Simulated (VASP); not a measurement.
**WC: single point with r2SCAN**

WC:

```
W C
1.0
     0.00000    2.19268    2.19268
     2.19268    0.00000    2.19268
     2.19268    2.19268    0.00000
W C
1 1
Direct
  0.00000 0.00000 0.00000
  0.50000 0.50000 0.50000
```

| Property | Result |
| --- | --- |
| Program | VASP 6.6.1 |
| Task | single point |
| Functional | r2SCAN |
| Potentials or basis | VASP PAW PBE potentials, release 64 (W_sv, C) |
| Cutoff | 520 eV |
| k mesh | 12 × 12 × 12 |
| Occupations | fermi-dirac, width 0.025 eV |
| Spin | no spin polarisation |
| Dipole correction | no |
| Further INCAR settings | ALGO = Normal; EDIFF = 1e-07; NBANDS = 16 |

| Property | Result |
| --- | --- |
| Pressure | -3.8 GPa |
| Band gap on the k mesh | zero (band 9 reaches 13.49 eV, above the bottom of band 10 at 10.18 eV) |

Levels at points of the mesh, in eV from the Fermi level:
| k point | band 7 | band 8 | band 9 | band 10 | band 11 | band 12 |
| --- | --- | --- | --- | --- | --- | --- |
| (0.00, 0.00, 0.00) | -2.82 | -2.82 | -1.14 | -1.14 | -1.14 | -1.00 |
| (0.50, 0.00, 0.00) | -6.92 | -6.92 | 1.11 | 1.11 | 2.51 | 5.38 |
| (0.50, 0.50, 0.00) | -5.87 | -2.68 | -2.68 | 0.87 | 2.36 | 2.36 |

It took 83 s on 1 thread of AMD EPYC 9R45 96-Core Processor (Zen 5), with other jobs on the host, peak memory 0.13 GiB.

Caveat: the PAW data sets were made with another functional, which shifts forces and pressure a little; spin-orbit coupling is left out, which moves the levels of the heavy elements.
